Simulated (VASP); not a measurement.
CoO:

```xyz
2
Lattice="-1.5080 1.5080 2.1072 1.5080 -1.5080 2.1072 1.5080 1.5080 -2.1072" Properties=species:S:1:pos:R:3 pbc="T T T"
Co    0.0000    0.0000    0.0000
O     0.0000    0.0000    2.1072
```

Base run:

| Property | Result |
| --- | --- |
| Program | VASP 6.6.1 |
| Functional | PBEsol |
| Potentials or basis | VASP PAW PBE potentials, release 64 (Co, O) |
| Cutoff | 520 eV |
| k mesh | 12 × 12 × 12 |
| Occupations | fermi-dirac, width 0.05 eV |
| Spin | no spin polarisation |

Its results: pressure -27.4 GPa.

Problem. The run is repeated on the same cell with these changes: functional from PBEsol to PBE. What comes out?

Solution. Pressure -18.3 GPa.

PBE binds less tightly than PBEsol, so the same cell stands under more pressure.

Caveats: an odd number of electrons without spin polarisation forces a metal; a magnetic or distorted state may lie lower; the run has no spin polarisation, though such a crystal can be magnetic; the PAW data sets were made with another functional, which shifts forces and pressure a little (some runs).
